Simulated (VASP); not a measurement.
A run of VASP 6.6.1 is set up as follows.

File INCAR:

```
ALGO     = Normal         # electronic algorithm
EDIFF    = 1E-7           # SCF threshold, eV
ENCUT    = 520            # plane-wave cutoff, eV
GGA      = PE             # functional
ISIF     = 2              # what is computed and relaxed
ISMEAR   = -1             # smearing method
LASPH    = T              # aspherical terms in the spheres
LCHARG   = F              # write CHGCAR
LREAL    = F              # projectors in reciprocal space
LWAVE    = F              # write WAVECAR
NBANDS   = 28             # bands
NELM     = 60             # most SCF steps
PREC     = Accurate       # precision mode
SIGMA    = 0.05           # smearing width, eV
```

The input KPOINTS:

```
k-points
0
Gamma
  4 4 4
```

The input POSCAR:

```
BaTiO3
1.0
    3.9380797910      0.0000000000      0.0000000000
    0.0000000000      3.9380797910      0.0000000000
    0.0000000000      0.0000000000      3.9895007299
Ba Ti O
1 1 3
Direct
    0.0000000000      0.0000000000      0.0010678463
    0.5000000000      0.5000000000      0.4871112506
    0.5000000000      0.5000000000      0.0219518639
    0.5000000000      0.0000000000      0.5164345196
    0.0000000000      0.5000000000      0.5164345196
```

Potentials or basis: VASP PAW PBE potentials, release 64 (Ba_sv, Ti_sv, O).

Command:

```console
$ cat potpaw_PBE.64/Ba_sv/POTCAR potpaw_PBE.64/Ti_sv/POTCAR potpaw_PBE.64/O/POTCAR > POTCAR
$ mpirun -np 1 vasp_std > vasp.out
```

What does it give for the largest force?

0.050 eV/Å.

Estimate the band gap on the k mesh.

1.85 eV, indirect (least direct gap 2.16 eV).

Estimate the pressure.

12.0 GPa.

Stress tensor (GPa, compression positive):
```
12.01  0.00  0.00
 0.00 12.01  0.00
 0.00  0.00 12.10
```

Caveat: spin-orbit coupling is left out, which moves the levels of the heavy elements. A hybrid or GW would open this gap; PBE tends to underestimate it.
